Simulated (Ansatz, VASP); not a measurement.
**Two plane-wave programs on Si**

```
Si
1.0
     4.39430    0.00000    0.00000
    -2.19715    3.80557    0.00000
     0.00000    0.00000    2.69371
Si
3
Direct
  0.00000 0.00000 0.00000
  0.33333 0.66667 0.50000
  0.66667 0.33333 0.50000
```

Alike in both runs: task relaxation of cell and atoms; functional PBE; k mesh 8 × 8 × 12; occupations fermi-dirac, width 0.1 eV; no spin polarisation.

|  | VASP | Ansatz |
| --- | --- | --- |
| version | VASP 6.6.1 | Ansatz 0.2.0 |
| potentials or method | VASP PAW PBE potentials, release 64 (Si), cutoff 600 eV | plane waves (420 eV) with PAW, scalar-relativistic |
| valence electrons in the cell | 12 | 12 |

|  | VASP | Ansatz | Ansatz less VASP |
| --- | --- | --- | --- |
| relaxed volume (Å³/atom) | 14.81 | 14.81 | +0.001 |
| relaxed cell length with the largest relative difference (Å) | 4.474 | 4.474 | +0.0001 |
